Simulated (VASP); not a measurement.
Set up this calculation in VASP 6.6.1, as the native input.

| Property | Result |
| --- | --- |
| Task | single point |
| Functional | PBE |
| Potentials or basis | VASP PAW PBE potentials, release 64 (Al, Zn) |
| Cutoff | 520 eV |
| k mesh | 20 × 20 × 14 |
| Occupations | gaussian, width 0.1 eV |
| Spin | no spin polarisation |
| Dipole correction | no |
| Further INCAR settings | ALGO = Fast; EDIFF = 1e-06; NBANDS = 14 |

The structure of AlZn lies in POSCAR:

```
AlZn
1.0
    2.8295899260      0.0000000000      0.0000000000
    0.0000000000      2.8295899260      0.0000000000
    0.0000000000      0.0000000000      3.9813659844
Al Zn
1 1
Direct
    0.5000000000      0.5000000000      0.5000000000
    0.0000000000      0.0000000000      0.0000000000
```

These files were run (other wordings do the same):

INCAR

```
SYSTEM = AlZn
PREC = Accurate
ENCUT = 520
EDIFF = 1E-6
ISMEAR = 0
SIGMA = 0.1
LREAL = .FALSE.
LASPH = .TRUE.
NELM = 60
ALGO = Fast
ISIF = 2
LWAVE = .FALSE.
LCHARG = .FALSE.
GGA = PE
NBANDS = 14
```

KPOINTS

```
regular mesh
0
G
  20 20 14
  0 0 0
```

Potentials or basis: VASP PAW PBE potentials, release 64 (Al, Zn).

The run is started by

```console
$ cat potpaw_PBE.64/Al/POTCAR potpaw_PBE.64/Zn/POTCAR > POTCAR
$ mpirun -np 1 vasp_std > vasp.out
```

It gave:

```json
{
  "Pressure": "0.2 GPa",
  "Band gap on the k mesh": "zero (an odd number of electrons rules out a gap without spin polarisation)"
}
```

It took 61 s on 1 thread of Intel(R) Xeon(R) 6975P-C (Granite Rapids), with other jobs on the host, peak memory 0.35 GiB.
